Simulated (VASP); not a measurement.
Wanted: the native input for a VASP 6.6.1 run.

| Quantity | Value |
| --- | --- |
| Task | single point |
| Functional | PBE |
| Potentials or basis | VASP PAW PBE potentials, release 64 (Li_sv, F) |
| Cutoff | 520 eV |
| k mesh | 8 × 8 × 8 |
| Occupations | gaussian, width 0.1 eV |
| Spin | no spin polarisation |
| Dipole correction | no |
| Further INCAR settings | ALGO = Normal; EDIFF = 1e-06; NBANDS = 24 |

The structure of LiF lies in POSCAR:

```
LiF
1.0
   -1.4232357500      1.4232357500      6.0494436300
    1.4232357500     -1.4232357500      6.0494436300
    1.4232357500      1.4232357500     -6.0494436300
Li F
3 3
Direct
    0.0000000000      0.0000000000      0.0000000000
    0.6778756600      0.6778756600      0.0000000000
    0.3221243400      0.3221243400      0.0000000000
    0.1476332300      0.1476332300      0.0000000000
    0.8523667700      0.8523667700      0.0000000000
    0.5000000000      0.5000000000      0.0000000000
```

These files were run (other wordings do the same):

INCAR

```
SYSTEM = LiF
PREC = Accurate
ENCUT = 520
EDIFF = 1E-6
ISMEAR = 0
SIGMA = 0.1
LREAL = .FALSE.
LASPH = .TRUE.
NELM = 60
ALGO = Normal
ISIF = 2
LWAVE = .FALSE.
LCHARG = .FALSE.
GGA = PE
NBANDS = 24
```

KPOINTS

```
regular mesh
0
G
  8 8 8
  0 0 0
```

Potentials or basis: VASP PAW PBE potentials, release 64 (Li_sv, F).

The run is started by

```console
$ cat potpaw_PBE.64/Li_sv/POTCAR potpaw_PBE.64/F/POTCAR > POTCAR
$ mpirun -np 1 vasp_std > vasp.out
```

Results of the run:

```yaml
Largest_force: 2.670 eV/Å
Band_gap_on_the_k_mesh: 6.87 eV (least direct gap 6.98 eV)
```

Caveat: forces of over 1 eV/Å act on the atoms, so gaps and moduli don't describe the material at rest.

Wall time 4.5 min on 1 thread of Intel Xeon 8259CL (shared host), peak memory 0.32 GiB.
